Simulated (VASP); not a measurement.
A run of VASP 6.6.1 is set up as follows.

INCAR

```
PREC     = Accurate       # precision mode
ENCUT    = 520            # plane-wave cutoff, eV
EDIFF    = 1E-6           # SCF threshold, eV
ISMEAR   = 0              # smearing method
SIGMA    = 0.01           # smearing width, eV
LREAL    = F              # projectors in reciprocal space
LASPH    = T              # aspherical terms in the spheres
NELM     = 100            # most SCF steps
ALGO     = Normal         # electronic algorithm
ISIF     = 2              # what is computed and relaxed
LWAVE    = F              # write WAVECAR
LCHARG   = F              # write CHGCAR
GGA      = PE             # functional
NBANDS   = 26             # bands
```

File KPOINTS:

```
Automatic mesh
0
Gamma
  8 8 5
```

POSCAR

```
GaN
1.0
    3.1861928248      0.0000000000      0.0000000000
   -1.5930964124      2.7593239276      0.0000000000
    0.0000000000      0.0000000000      5.2692073757
Ga N
2 2
Direct
    0.3333333333      0.6666666667      0.0001327678
    0.6666666667      0.3333333333      0.5001327678
    0.3333333333      0.6666666667      0.3768672322
    0.6666666667      0.3333333333      0.8768672322
```

Potentials or basis: VASP PAW PBE potentials, release 64 (Ga_d, N).

Launch:

```sh
$ cat potpaw_PBE.64/Ga_d/POTCAR potpaw_PBE.64/N/POTCAR > POTCAR
$ mpirun -np 1 vasp_std > vasp.out
```

Problem. Predict the pressure.

Solution. 2.9 GPa.

Problem. What does it give for the largest force?

Solution. 0.134 eV/Å.

Problem. Estimate the band gap on the k mesh.

Solution. 1.78 eV.

Stress tensor (GPa, compression positive):
```
 4.67  0.00  0.00
 0.00  4.67  0.00
 0.00  0.00 -0.73
```

Caveat: the stress differs along the axes, from -1 to 5 GPa.
